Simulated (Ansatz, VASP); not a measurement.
# Two plane-wave programs on Ge

```
Ge
1.0
     3.89984    0.00000    0.00000
    -2.89838    2.60924    0.00000
    -0.50073   -1.30462    3.64088
Ge
2
Direct
  0.25000 0.75000 0.50000
  0.50000 0.50000 0.00000
```

Alike in both runs: task single point; functional LDA; k mesh 12 × 12 × 12; occupations fermi-dirac, width 0.1 eV; no spin polarisation.

|  | VASP | Ansatz |
| --- | --- | --- |
| version | VASP 6.6.1 | Ansatz 0.2.0 |
| potentials or method | VASP PAW LDA potentials, release 64 (Ge_d) | plane waves, PAW |
| plane-wave cutoff (eV) | 520 | 420 |
| valence electrons in the cell | 28 | 28 |

|  | VASP | Ansatz | Ansatz less VASP |
| --- | --- | --- | --- |
| pressure (GPa) | -2.6 | -2.6 | -0.02 |
| traceless stress, the component that is largest in VASP (GPa) | 0.63 | 0.64 | +0.004 |

LDA's correlation is that of Perdew and Zunger in VASP and of Perdew and Wang (1992) in Ansatz.
